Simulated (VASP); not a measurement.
A run of VASP 6.6.1 is set up as follows.

Contents of INCAR:

```
SYSTEM = HgMo
ALGO = Normal
EDIFF = 1E-6
ENCUT = 500
GGA = PE
GGA_COMPAT = .False.
ISIF = 2
ISMEAR = 0
LASPH = .True.
LCHARG = .False.
LREAL = .False.
LWAVE = .False.
NBANDS = 24
NELM = 120
PREC = Accurate
SIGMA = 0.1
```

KPOINTS

```
k-points
0
Gamma
  6 6 4
  0 0 0
```

Contents of POSCAR:

```
HgMo
1.0
    2.8061828839      0.0000000000      0.0000000000
    0.0000000000      2.8061828839      0.0000000000
    0.0000000000      0.0000000000      4.5634747589
Hg Mo
1 1
Direct
    0.5000000000      0.5000000000      0.5000000000
    0.0000000000      0.0000000000      0.0000000000
```

Potentials or basis: VASP PAW PBE potentials, release 64 (Hg_sv_GW, Mo_sv).

Launch:

```console
$ cat potpaw_PBE.64/Hg_sv_GW/POTCAR potpaw_PBE.64/Mo_sv/POTCAR > POTCAR
$ mpirun -np 1 vasp_std > vasp.out
```

Problem. Estimate the pressure.

Solution. -0.7 GPa.

Problem. Estimate the band gap on the k mesh.

Solution. Zero (band 17 reaches 10.99 eV, above the bottom of band 18 at 10.03 eV).

Stress tensor (GPa, compression positive):
```
-0.72  0.00  0.00
 0.00 -0.72  0.00
 0.00  0.00 -0.57
```

Caveat: the k points lie up to 0.37 Å⁻¹ apart; spin-orbit coupling is left out, which moves the levels of the heavy elements.
